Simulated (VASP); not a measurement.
# LaZn3S4 (a cell with a defect) in VASP: a series of runs, part 2 of 2

VASP 6.6.1. The steps go on from the part before.

### Step 3. Single point, PBEsol

The input, INCAR:

```
SYSTEM = LaZn3S4
PREC     = Accurate       ! precision mode
ENCUT    = 520            ! plane-wave cutoff, eV
EDIFF    = 1E-7           ! SCF threshold, eV
ISMEAR   = -1             ! smearing method
SIGMA    = 0.05           ! smearing width, eV
LREAL    = Auto         
LASPH    = .True.         ! aspherical terms in the spheres
NELM     = 60             ! most SCF steps
ALGO     = Normal         ! electronic algorithm
ISIF     = 2              ! what is computed and relaxed
LWAVE    = .False.        ! write WAVECAR
LCHARG   = .False.        ! write CHGCAR
GGA      = PS             ! functional
NELECT   = 140.0        
NBANDS   = 85             ! bands
```

The input, KPOINTS:

```
regular mesh
0
Gamma
  2 2 2
  0 0 0
```

The input, POSCAR:

```
LaZn3S4
1.0
    0.0000000000      5.3562680000      5.3562680000
    5.3562680000      0.0000000000      5.3562680000
    5.3562680000      5.3562680000      0.0000000000
Zn La S
6 2 8
Direct
    0.9931200000      0.0010910000      0.9957020000
    0.5006960000      0.4964130000      0.0125500000
    0.9886230000      0.5034960000      0.9994110000
    0.5003520000      0.0120540000      0.4910220000
    0.5085610000      0.9934110000      0.0001020000
    0.9960220000      0.5096470000      0.4936920000
    0.4971050000      0.4962730000      0.5015170000
    0.0031370000      0.9903480000      0.5054130000
    0.1216890000      0.1318820000      0.1230000000
    0.6234740000      0.6334370000      0.6180190000
    0.1296930000      0.1370860000      0.6217570000
    0.6204290000      0.6261390000      0.1256040000
    0.1288630000      0.6295440000      0.1178080000
    0.6249370000      0.1210160000      0.6249840000
    0.6269360000      0.1184080000      0.1228500000
    0.1249550000      0.6170710000      0.6341420000
```

Potentials or basis: VASP PAW PBE potentials, release 64 (Zn, La, S).

Launch:

```bash
$ cat potpaw_PBE.64/Zn/POTCAR potpaw_PBE.64/La/POTCAR potpaw_PBE.64/S/POTCAR > POTCAR
$ mpirun -np 1 vasp_std > vasp.out
```

Wall time 16 min (1 thread of Oxide Virtual Turin-like, shared host); peak memory 0.47 GiB.

The run converged. Its results:

| Property | Result |
| --- | --- |
| Free energy | -74.2011 eV |
| Largest force | 7.253 eV/Å |

Forces in eV/Å, atoms in the order of the input:
```
Zn   0.013  0.400  0.368
Zn  -0.647 -0.625 -0.156
Zn   0.272  0.720  0.114
Zn  -0.296 -0.001 -0.425
Zn   0.369 -0.468 -0.240
Zn  -0.227 -0.241 -0.021
La   0.187  0.896  0.538
La   0.747  0.197  1.615
S   -3.129 -2.916  2.829
S    3.369  3.242  2.981
S    2.538  2.238  2.433
S   -3.342 -3.368  3.588
S   -0.032 -0.092 -0.290
S   -0.154  0.403 -6.459
S    0.371 -0.246  0.376
S   -0.039 -0.139 -7.251
```

Levels at points of the mesh, in eV from the Fermi level:
| k point | band 66 | band 67 | band 68 | band 69 | band 70 | band 71 | band 72 | band 73 | band 74 | band 75 |
| --- | --- | --- | --- | --- | --- | --- | --- | --- | --- | --- |
| (0.00, 0.00, 0.00) | -2.17 | -1.48 | -1.34 | -1.26 | -1.08 | 0.88 | 1.05 | 1.67 | 1.92 | 2.06 |
| (0.50, 0.00, 0.00) | -1.98 | -1.86 | -1.75 | -1.62 | -1.54 | 1.80 | 1.90 | 2.23 | 2.39 | 2.43 |
| (0.00, 0.50, 0.00) | -2.07 | -1.85 | -1.69 | -1.64 | -1.58 | 1.81 | 1.85 | 2.11 | 2.26 | 2.42 |
| (0.00, 0.00, 0.50) | -2.04 | -1.48 | -1.33 | -1.21 | -0.92 | 1.83 | 1.89 | 2.40 | 2.44 | 2.83 |
| (0.50, 0.50, 0.50) | -1.99 | -1.44 | -1.27 | -1.15 | -0.95 | 1.83 | 1.86 | 2.42 | 2.45 | 2.81 |
| (0.50, 0.50, 0.00) | -1.84 | -1.77 | -1.69 | -1.36 | -0.94 | 1.97 | 2.54 | 2.70 | 2.82 | 2.96 |
| (0.00, 0.50, 0.50) | -2.15 | -1.72 | -1.67 | -1.22 | -1.14 | 1.98 | 2.11 | 2.49 | 2.62 | 2.86 |
| (0.50, 0.00, 0.50) | -2.15 | -1.73 | -1.63 | -1.24 | -1.12 | 2.00 | 2.12 | 2.53 | 2.54 | 2.84 |

Caveat: the k points lie up to 0.51 Å⁻¹ apart; the cell carries a net charge on a neutralising background, which shifts energy and pressure; the cell is charged against a uniform background, so pressure and absolute levels hang on convention; the PAW data sets were made with another functional, which shifts forces and pressure a little; spin-orbit coupling is left out, which moves the levels of the heavy elements.

### Step 4. Single point, RPBE

The input, INCAR:

```
SYSTEM = LaZn3S4
ALGO = Normal
EDIFF = 1E-6
ENCUT = 520
GGA = RP
ISIF = 2
ISMEAR = -1
LASPH = .True.
LCHARG = .False.
LREAL = Auto
LWAVE = .False.
NBANDS = 85
NELECT = 140.0
NELM = 80
PREC = Accurate
SIGMA = 0.05
```

The input, KPOINTS:

```
Automatic mesh
0
Gamma
  2 2 2
  0.5 0.5 0.5
```

POSCAR is that of step 3.

Potentials or basis: VASP PAW PBE potentials, release 64 (Zn, La, S).

Launch:

```bash
$ cat potpaw_PBE.64/Zn/POTCAR potpaw_PBE.64/La/POTCAR potpaw_PBE.64/S/POTCAR > POTCAR
$ mpirun -np 1 vasp_std > vasp.out
```

OUTCAR:

```text
SYSTEM = LaZn3S4
   EDIFF = 1E-6
   ENCUT = 520
   GGA = RP
   ISIF = 2
   ISMEAR = -1
   LASPH = .True.
   LREAL = Auto
   NELECT = 140.0
   NELM = 80
   PREC = Accurate

 ion  position               nearest neighbor table
   1  0.993  0.001  0.996-  15 2.27  13 2.30  11 2.32   9 2.39
   2  0.501  0.496  0.013-  12 2.24  13 2.30  15 2.34  10 2.44
   3  0.989  0.503  0.999-  16 2.26  12 2.28   9 2.30  13 2.38
   4  0.500  0.012  0.491-  14 2.28  15 2.28  11 2.29  10 2.34
   5  0.509  0.993  0.000-  15 2.26  12 2.27  14 2.32   9 2.39
   6  0.996  0.510  0.494-  10 2.30  11 2.31  13 2.33  16 2.33
[... 8 lines left out ...]
  15  0.627  0.118  0.123-   5 2.26   1 2.27   4 2.28   2 2.34
  16  0.125  0.617  0.634-   3 2.26   7 2.30   8 2.31   6 2.33
[... 1577 lines left out ...]
  in kB      188.0463388    187.9798457    191.2428063    -21.6478256     -9.5551483     -0.2716894
  external PRESSURE =     189.0896636 kB  Pullay stress =       0.0000000 kB

 VOLUME and BASIS-vectors are now :
 -----------------------------------------------------------------------------
  energy-cutoff  :      520.00
  volume of cell :      307.34
      direct lattice vectors                 reciprocal lattice vectors
     0.000000000  5.356268000  5.356268000    -0.093348578  0.093348578  0.093348578
     5.356268000  0.000000000  5.356268000     0.093348578 -0.093348578  0.093348578
     5.356268000  5.356268000  0.000000000     0.093348578  0.093348578 -0.093348578

 POSITION                                       TOTAL-FORCE (eV/Angst)
 -----------------------------------------------------------------------------------
      5.33909     10.65266      5.32526         0.018704      0.419926      0.407301
      2.72614      2.74908      5.34078        -0.703489     -0.651698     -0.146133
      8.04997     10.64844      7.99219         0.288849      0.743406      0.112975
      2.69461      5.31006      2.74458        -0.299027      0.011194     -0.444518
      5.32152      2.72454      8.04496         0.377161     -0.516090     -0.260049
      5.37415      7.97931      8.06477        -0.218175     -0.253783     -0.018484
[... 8 lines left out ...]
      1.29224      4.01605      3.99226         0.390390     -0.273916      0.388158
      6.70183      4.06593      3.97449        -0.035051     -0.153882     -7.293502
 -----------------------------------------------------------------------------------
    total drift:                               -0.000245      0.005709     -0.000014

  FREE ENERGIE OF THE ION-ELECTRON SYSTEM (eV)
  ---------------------------------------------------
  free  energy   TOTEN  =       -62.1411347881 eV

  energy  without entropy=      -62.1411347880  energy(sigma->0) =      -62.14113479
```

stdout:

```text
POSCAR found type information on POSCAR ZnLaS
 POSCAR found :  3 types and      16 ions
 scaLAPACK will be used
 -----------------------------------------------------------------------------
|                                                                             |
|                                                                             |
|     You enforced a specific xc type in the INCAR file but a different       |
|     I HOPE YOU KNOW WHAT YOU ARE DOING!                                     |
|                                                                             |
 -----------------------------------------------------------------------------

 LDA part: xc-table for (Slater+PW92), standard interpolation
 POSCAR, INCAR and KPOINTS ok, starting setup
 FFT: planning ... GRIDC
 FFT: planning ... GRID_SOFT
 FFT: planning ... GRID
 WAVECAR not read
 entering main loop
 the old and the new charge density differ
 old charge density:   142.00000 new  140.00000
    0.281E+01
```

Run time: 29 min. Hardware: 1 thread of Oxide Virtual Turin-like, shared host; peak memory 0.56 GiB.

What came out:

```
Free energy   : -62.1411 eV
Largest force : 7.295 eV/Å
```

Forces on the atoms (eV/Å):
```
Zn   0.019  0.420  0.407
Zn  -0.703 -0.652 -0.146
Zn   0.289  0.743  0.113
Zn  -0.299  0.011 -0.445
Zn   0.377 -0.516 -0.260
Zn  -0.218 -0.254 -0.018
La   0.189  0.921  0.526
La   0.732  0.219  1.610
S   -3.199 -2.948  2.868
S    3.448  3.304  2.986
S    2.571  2.266  2.450
S   -3.366 -3.395  3.627
S   -0.057 -0.101 -0.311
S   -0.138  0.409 -6.503
S    0.390 -0.274  0.388
S   -0.035 -0.154 -7.294
```

Caveat: the cell carries a net charge on a neutralising background, which shifts energy and pressure; the cell is charged against a uniform background, so pressure and absolute levels hang on convention; the PAW data sets were made with another functional, which shifts forces and pressure a little; spin-orbit coupling is left out, which moves the levels of the heavy elements.
